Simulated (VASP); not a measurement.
# AlRu4 (P2_1/m) in VASP: single point with PBE

Aim: the single point of AlRu4 with PBE.

Program: VASP 6.6.1. These are calculated values, not measurements. Logs are shortened: lines on timing, memory, paths and dates and some standing lists are left out, and cuts for length are marked.

**1. The cell of the first run**

Symmetry: P2_1/m, No. 11, monoclinic system. The conventional cell has a = 4.730 Å, b = 4.338 Å, c = 7.168 Å, α = 90.00°, β = 109.00°, γ = 90.00°. Al (site symmetry m) has 12 Ru at 2.65 to 2.77 Å within 3.5 Å. Ru (site symmetry m) has 10 Ru at 2.67 to 2.77 Å and 2 Al at 2.71 to 2.75 Å within 3.5 Å. Ru (site symmetry m) has 9 Ru at 2.65 to 2.74 Å and 3 Al at 2.69 to 2.72 Å within 3.5 Å. Ru (site symmetry m) has 3 Al at 2.65 to 2.74 Å and 9 Ru at 2.67 to 2.75 Å within 3.5 Å. Ru (site symmetry m) has 8 Ru at 2.64 to 2.77 Å and 4 Al at 2.66 to 2.77 Å within 3.5 Å.

**2. Single point, PBE**

INCAR

```
SYSTEM = AlRu4
PREC = Accurate ; ENCUT = 520
EDIFF = 1E-6 ; ISMEAR = 0
SIGMA = 0.2 ; LREAL = .FALSE.
LASPH = .TRUE. ; NELM = 60
ALGO = Fast ; ISIF = 2
LWAVE = .FALSE. ; LCHARG = .TRUE.
GGA = PE ; LELF = .TRUE.
LVHAR = .TRUE. ; NBANDS = 70
```

KPOINTS

```
Automatic mesh
0
G
  4 4 3
  0 0 0
```

POSCAR

```
AlRu4
1.0
    4.7297881474      0.0000000000      0.0108024576
    0.0000000000      4.3377007803      0.0000000000
   -2.3494246287      0.0000000000      6.7722657332
Al Ru
2 8
Direct
    0.2603693165      0.7500000000      0.1983434042
    0.7396306835      0.2500000000      0.8016565958
    0.1350106120      0.2500000000      0.6002233039
    0.8649893880      0.7500000000      0.3997766961
    0.5324474351      0.2500000000      0.3998769274
    0.0561222373      0.7500000000      0.7940306399
    0.3461566561      0.2500000000      0.0085729581
    0.4675525649      0.7500000000      0.6001230726
    0.9438777627      0.2500000000      0.2059693601
    0.6538433439      0.7500000000     -0.0085729581
```

Potentials or basis: VASP PAW PBE potentials, release 64 (Al, Ru_pv).

On the command line:

```sh
$ cat potpaw_PBE.64/Al/POTCAR potpaw_PBE.64/Ru_pv/POTCAR > POTCAR
$ mpirun -np 1 vasp_std > vasp.out
```

OUTCAR:

```text
SYSTEM = AlRu4
   PREC = Accurate
   ENCUT = 520
   EDIFF = 1E-6
   ISMEAR = 0
   LREAL = .FALSE.
   LASPH = .TRUE.
   NELM = 60
   ISIF = 2
   GGA = PE

 ion  position               nearest neighbor table
   1  0.260  0.750  0.198-   9 2.65   9 2.65   7 2.66   7 2.66   5 2.69   5 2.69   4 2.71   8 2.72
                            10 2.73   6 2.74   4 2.75  10 2.77
   2  0.740  0.250  0.802-   6 2.65   6 2.65  10 2.66  10 2.66   8 2.69   8 2.69   3 2.71   5 2.72
                             7 2.73   9 2.74   3 2.75   7 2.77
   3  0.135  0.250  0.600-   6 2.67   6 2.67   9 2.67   8 2.68   8 2.68   4 2.68   4 2.68   2 2.71
                             5 2.71   5 2.74   2 2.75   7 2.77
   4  0.865  0.750  0.400-   9 2.67   9 2.67   6 2.67   5 2.68   5 2.68   3 2.68   3 2.68   1 2.71
                             8 2.71   8 2.74   1 2.75  10 2.77
   5  0.532  0.250  0.400-   7 2.65   8 2.67   8 2.67   9 2.68   4 2.68   4 2.68   1 2.69   1 2.69
                             3 2.71   2 2.72   9 2.74   3 2.74
   6  0.056  0.750  0.794-   2 2.65   2 2.65   3 2.67   3 2.67   4 2.67   8 2.68  10 2.72  10 2.72
                             8 2.74   1 2.74   7 2.75   7 2.75
   7  0.346  0.250  0.009-  10 2.64  10 2.64   5 2.65   1 2.66   1 2.66   9 2.72   9 2.72   2 2.73
                             6 2.75   6 2.75   2 2.77   3 2.77
   8  0.468  0.750  0.600-  10 2.65   5 2.67   5 2.67   6 2.68   3 2.68   3 2.68   2 2.69   2 2.69
                             4 2.71   1 2.72   6 2.74   4 2.74
   9  0.944  0.250  0.206-   1 2.65   1 2.65   4 2.67   4 2.67   3 2.67   5 2.68   7 2.72   7 2.72
                             5 2.74   2 2.74  10 2.75  10 2.75
  10  0.654  0.750  0.991-   7 2.64   7 2.64   8 2.65   2 2.66   2 2.66   6 2.72   6 2.72   1 2.73
                             9 2.75   9 2.75   1 2.77   4 2.77

  LATTYP: Found a simple monoclinic cell.
 ALAT       =     4.7298004834
 B/A-ratio  =     0.9171001601
 C/A-ratio  =     1.5155438616
 COS(beta)  =    -0.3255970380

  Lattice vectors:

 A1 = (   4.7297881474,   0.0000000000,   0.0108024576)
 A2 = (   0.0000000000,   4.3377007803,   0.0000000000)
 A3 = (  -2.3494246287,   0.0000000000,   6.7722657332)

Analysis of symmetry for initial positions (statically):
=====================================================================
 Subroutine PRICEL returns:
 Original cell was already a primitive cell.

 Routine SETGRP: Setting up the symmetry group for a
 simple monoclinic supercell.

 Subroutine GETGRP returns: Found  4 space group operations
 (whereof  2 operations were pure point group operations)
 out of a pool of  4 trial point group operations.

The static configuration has the point symmetry S_2 .
 The point group associated with its full space group is C_2h.

Analysis of symmetry for dynamics (positions and initial velocities):
=====================================================================
 Subroutine PRICEL returns:
 Original cell was already a primitive cell.

 Routine SETGRP: Setting up the symmetry group for a
 simple monoclinic supercell.

 Subroutine GETGRP returns: Found  4 space group operations
 (whereof  2 operations were pure point group operations)
 out of a pool of  4 trial point group operations.

The dynamic configuration has the point symmetry S_2 .
 The point group associated with its full space group is C_2h.

 Subroutine INISYM returns: Found  4 space group operations
 (whereof  2 operations are pure point group operations),
 and found     1 'primitive' translations

----------------------------------------------------------------------------------------

                                     Primitive cell

  volume of cell :     139.0526

  direct lattice vectors                    reciprocal lattice vectors
     4.729788147  0.000000000  0.010802458     0.211258573  0.000000000  0.073289518
     0.000000000  4.337700780  0.000000000     0.000000000  0.230536879  0.000000000
    -2.349424629  0.000000000  6.772265733    -0.000336979  0.000000000  0.147544165

  length of vectors
     4.729800483  4.337700780  7.168220089     0.223610237  0.230536879  0.147544550

  position of ions in fractional coordinates (direct lattice)
     0.260369316  0.750000000  0.198343404
     0.739630684  0.250000000  0.801656596
[... 23 lines left out ...]

 KPOINTS: Automatic mesh

Automatic generation of k-mesh.
 Grid dimensions read from file:
 generate k-points for:    4    4    3

 Generating k-lattice:

  Cartesian coordinates                     Fractional coordinates (reciprocal lattice)
     0.052814643  0.000000000  0.018322380     0.250000000  0.000000000 -0.000000000
     0.000000000  0.057634220  0.000000000     0.000000000  0.250000000  0.000000000
    -0.000112326  0.000000000  0.049181388     0.000000000  0.000000000  0.333333333

  Length of vectors
     0.055902559  0.057634220  0.049181517

  Shift w.r.t. Gamma in fractional coordinates (k-lattice)
     0.000000000  0.000000000  0.000000000

 Subroutine IBZKPT returns following result:
 ===========================================

 Found     21 irreducible k-points:

 Following reciprocal coordinates:
            Coordinates               Weight
  0.000000  0.000000  0.000000      1.000000
  0.250000  0.000000  0.000000      2.000000
  0.500000  0.000000  0.000000      1.000000
  0.000000  0.250000  0.000000      2.000000
  0.250000  0.250000  0.000000      4.000000
  0.500000  0.250000  0.000000      2.000000
[... 13 lines left out ...]
  0.500000  0.500000  0.333333      2.000000
 -0.250000  0.500000  0.333333      2.000000
   k-points           NKPTS =     21   k-points in BZ     NKDIM =     21   number of bands    NBANDS=     70
   number of dos      NEDOS =    301   number of ions     NIONS =     10
   total plane-waves  NPLWV =  62208
   dimension x,y,z NGX =    36 NGY =   32 NGZ =   54
   dimension x,y,z NGXF=    72 NGYF=   64 NGZF=  108
   ions per type =               2   8
   NGX,Y,Z   is equivalent  to a cutoff of  12.65, 12.26, 12.52 a.u.
   NGXF,Y,Z  is equivalent  to a cutoff of  25.31, 24.53, 25.05 a.u.
 SYSTEM =  AlRu4
   PREC   = accura    normal or accurate (medium, high low for compatibility)
   ISTART =      0    job   : 0-new  1-cont  2-samecut
   ICHARG =      2    charge: 1-file 2-atom 10-const
   ISPIN  =      1    spin polarized calculation?
   LNONCOLLINEAR =      F non collinear calculations
   LSORBIT =      F    spin-orbit coupling
   LASPH  =      T    aspherical Exc in radial PAW
   ENCUT  =  520.0 eV  38.22 Ry    6.18 a.u.   8.79  8.07 13.33*2*pi/ulx,y,z
   NELM   =     60;   NELMIN=  2; NELMDL= -5     # of ELM steps
   EDIFF  = 0.1E-05   stopping-criterion for ELM
   LREAL  =      F    real-space projection
   EDIFFG = 0.1E-04   stopping-criterion for IOM
   NSW    =      0    number of steps for IOM
   IBRION =     -1    ionic relax: 0-MD 1-quasi-New 2-CG
   NFREE  =      0    steps in history (QN), initial steepest desc. (CG)
   ISIF   =      2    stress and relaxation
   ISYM   =      2    0-nonsym 1-usesym 2-fastsym
   POTIM  = 0.5000    time-step for ionic-motion
   TEBEG  =    0.0;   TEEND  =   0.0 temperature during run
   PSTRESS=    0.0 pullay stress
   NELECT =     118.0000    total number of electrons
   NUPDOWN=      -1.0000    fix difference up-down
   EMIN   =  10.00;   EMAX   =-10.00  energy-range for DOS
   EFERMI =   0.00;   METHOD = LEGACY
   ISMEAR =     0;   SIGMA  =   0.20  broadening in eV -4-tet -1-fermi 0-gaus
   EFERMI_NEDOS =   21; number of points for ismear=-14 and -15
   IALGO  =     68    algorithm
   IMIX   =      4    mixing-type and parameters
     AMIX     =   0.40;   BMIX     =  1.00
     AMIX_MAG =   1.60;   BMIX_MAG =  1.00
  volume/ion in A,a.u.               =      13.91        93.84
  Fermi-wavevector in a.u.,A,eV,Ry     =   1.549919  2.928923 32.684593  2.402250
  Thomas-Fermi vector in A             =   2.654657
   LORBIT       =      0    0 simple, 1 ext, 2 COOP (PROOUT), +10 PAW based schemes
   GGA     = PE    functional components
   LHFCALC =     F    Hartree Fock is set to
   AEXX    =    0.0000 exact exchange contribution
   IVDW    =     0    specifies the selected vdW correction
   LEPSILON=     F    determine dielectric tensor
   LRPA    =     F    only Hartree local field effects (RPA)
 non-spin polarized calculation
 RMM-DIIS sequential band-by-band and
 Gauss-broadening in eV      SIGMA  =   0.20
  energy-cutoff  :      520.00
  volume of cell :      139.05
 maximum number of plane-waves:      3758
   NGX = 17   NGY = 17   NGZ = 27

 number of electron     118.0000025 magnetization

 Free energy of the ion-electron system (eV)
  ---------------------------------------------------
  ext. energy  EPLUGINS =         0.00000000
  ---------------------------------------------------
  free energy    TOTEN  =       -82.46934978 eV

  energy without entropy =      -82.19391151  energy(sigma->0) =      -82.33163065

 E-fermi :  11.7467     XC(G=0): -13.3273

 val. band max:       11.7422999156   @ k =   0.0000   0.2500   0.0000
 cond. band min:      11.7573384210   @ k =  -0.2500   0.2500   0.3333
 fundamental gap:      0.0150385054
 Fermi energy:        11.7466814331

 k-point     1 :       0.0000    0.0000    0.0000
  band No.  band energies     occupation
      1     -31.5668      2.00000
      2     -31.4137      2.00000
      3     -31.3231      2.00000
      4     -31.2926      2.00000
      5     -31.2785      2.00000
      6     -31.2579      2.00000
[... 1522 lines left out ...]
     69      13.6175      0.00000
     70      13.6175      0.00000

------------------------ aborting loop because EDIFF is reached ----------------------------------------

  FORCE on cell =-STRESS in cart. coord.  units (eV):
  Direction    XX          YY          ZZ          XY          YZ          ZX
  --------------------------------------------------------------------------------------
  -------------------------------------------------------------------------------------
  Total        0.1482302      0.1716086     -0.2698935      0.0000000      0.0000000     -0.1393297
  in kB        1.7079223      1.9772902     -3.1097373      0.0000000      0.0000000     -1.6053698
  external PRESSURE =       0.1918251 kB  Pullay stress =       0.0000000 kB

 VOLUME and BASIS-vectors are now :
 -----------------------------------------------------------------------------
  energy-cutoff  :      520.00
  volume of cell :      139.05
      direct lattice vectors                 reciprocal lattice vectors
     4.729788147  0.000000000  0.010802458     0.211258573  0.000000000  0.073289518
     0.000000000  4.337700780  0.000000000     0.000000000  0.230536879  0.000000000
    -2.349424629  0.000000000  6.772265733    -0.000336979  0.000000000  0.147544165

 POSITION                                       TOTAL-FORCE (eV/Angst)
 -----------------------------------------------------------------------------------
      0.76550      3.25328      1.34605        -0.004455     -0.000000      0.013592
      1.61486      1.08443      5.43702         0.004455      0.000000     -0.013592
     -0.77161      1.08443      4.06633         0.010999      0.000000      0.002229
      3.15197      3.25328      2.71674        -0.010999     -0.000000     -0.002229
      1.57888      1.08443      2.71382         0.037159      0.000000      0.003961
     -1.60007      3.25328      5.37799         0.045087     -0.000000      0.005216
      1.61711      1.08443      0.06180         0.020670      0.000000     -0.037167
      0.80148      3.25328      4.06924        -0.037159      0.000000     -0.003961
      3.98043      1.08443      1.40508        -0.045087      0.000000     -0.005216
      0.76326      3.25328      6.72127        -0.020670     -0.000000      0.037167
 -----------------------------------------------------------------------------------
    total drift:                               -0.000000      0.000000      0.000000

  FREE ENERGIE OF THE ION-ELECTRON SYSTEM (eV)
  ---------------------------------------------------
  free  energy   TOTEN  =       -82.4693497805 eV

  energy  without entropy=      -82.1939115122  energy(sigma->0) =      -82.33163065
```

It took 1.8 min on 1 thread of Intel Xeon 6975P-C (Granite Rapids), shared host; peak memory 0.32 GiB.

What came out:

* Free energy: -82.4693 eV
* Pressure: 0.0 GPa
* Largest force: 0.045 eV/Å
* Band gap on the k mesh: zero (band 59 reaches 11.99 eV, above the bottom of band 60 at 11.52 eV)

Forces on the atoms (eV/Å):
```
Al  -0.004  0.000  0.014
Al   0.004  0.000 -0.014
Ru   0.011  0.000  0.002
Ru  -0.011  0.000 -0.002
Ru   0.037  0.000  0.004
Ru   0.045  0.000  0.005
Ru   0.021  0.000 -0.037
Ru  -0.037  0.000 -0.004
Ru  -0.045  0.000 -0.005
Ru  -0.021  0.000  0.037
```

Levels at points of the mesh, in eV from the Fermi level:
```csv
k point,band 55,band 56,band 57,band 58,band 59,band 60,band 61,band 62,band 63,band 64
"(0.00, 0.00, 0.00)",-0.68,-0.63,-0.41,-0.10,-0.09,0.04,0.11,0.51,0.88,0.94
"(0.50, 0.00, 0.00)",-0.91,-0.62,-0.27,-0.14,-0.07,0.19,0.32,0.67,0.81,0.97
"(0.00, 0.50, 0.00)",-0.94,-0.94,-0.47,-0.47,-0.22,-0.22,0.10,0.10,0.97,0.97
"(0.50, 0.50, 0.00)",-0.65,-0.65,-0.13,-0.13,0.03,0.03,0.19,0.19,0.71,0.71
```

Caveat: the k points lie up to 0.36 Å⁻¹ apart.
